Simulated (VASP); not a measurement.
Crystal: BaTiO3.

```xyz
5
Lattice="3.9457 0.0000 0.0000 0.0000 3.9457 0.0000 0.0000 0.0000 3.9637" Properties=species:S:1:pos:R:3 pbc="T T T"
Ba    0.0000    0.0000    0.0000
Ti    1.9729    1.9729    1.9422
O     0.0000    1.9729    2.0492
O     1.9729    0.0000    2.0492
O     1.9729    1.9729    0.0753
```

Base run:

```yaml
Program: VASP 6.6.1
Functional: PBE
Potentials_or_basis: VASP PAW PBE potentials, release 64 (Ba_sv, Ti_sv, O_h)
Cutoff: 910 eV
k_mesh: 7 × 7 × 7
Occupations: fermi-dirac, width 0.05 eV
Spin: no spin polarisation
```

Its results: band gap on the k mesh 1.96 eV (least direct gap 2.11 eV); pressure 11.8 GPa; largest force 0.122 eV/Å.

Problem. The run is repeated on the same cell with these changes: functional from PBE to RPBE; dispersion from none to D3(BJ). What comes out?

Solution. Band gap on the k mesh 2.00 eV (least direct gap 2.15 eV); pressure -11.4 GPa; largest force 0.145 eV/Å.

Several settings changed at once.

Caveats: the cutoff is under 1.25 times the usual one of these potentials, so pressure, stress and relaxed cells hold a basis-set (Pulay) error; spin-orbit coupling is left out, which moves the levels of the heavy elements; an odd mesh through Γ misses points on the zone boundary, where band edges can lie; the cell stands under pressure (at least some runs); the cell stands under tension (at least some runs); the PAW data sets were made with another functional, which shifts forces and pressure a little (at least some runs).
